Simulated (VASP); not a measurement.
Crystal: TbW.

```
Tb W
1.0
     2.97010    0.00000    0.00000
    -1.48505    2.57218    0.00000
     0.00000    0.00000    6.16681
Tb W
1 1
Direct
  0.00000 0.00000 0.00000
  0.00000 0.00000 0.50000
```

The cell was generated, and may not be a known phase.

* Program: VASP 6.6.1
* Task: relaxation of cell and atoms
* Functional: PBE
* Potentials or basis: VASP PAW PBE potentials, release 64 (Tb_3, W_sv), 4f in core
* Cutoff: 500 eV
* k mesh: 7 × 7 × 3
* Occupations: gaussian, width 0.2 eV
* Spin: no spin polarisation

At the start: pressure -6.7 GPa; volume 23.56 Å³/atom.

Q: How do energy, volume and symmetry change on relaxing?

A: Over 6 steps the energy falls by 43.6 meV/atom and the volume is 21.83 Å³/atom (-7.3 %); space group P6/mmm (No. 191, to 0.1 Å) before and after.

Step by step:
```
step  energy change (eV)  largest force (eV/Å)  pressure (GPa)  volume (Å³)
   1              0.0000                0.0000           -6.70        47.11
   2             -0.0067                0.0000            9.14        40.70
   3             -0.0841                0.0000            0.29        43.67
   4             -0.0841                0.0000            0.46        43.61
   5             -0.0863                0.0000           -0.06        43.69
   6             -0.0872                0.0000            0.11        43.66
```

Final structure:
```yaml
crystal:
  lattice:
    - [2.92199, 0.00000, 0.00000]
    - [-1.46099, 2.53052, 0.00000]
    - [0.00000, 0.00000, 5.90494]
  atoms:
    - { symbol: Tb, position: [0.00000, 0.00000, 0.00000] }
    - { symbol: W, position: [0.00000, 0.00000, 0.50000] }
```
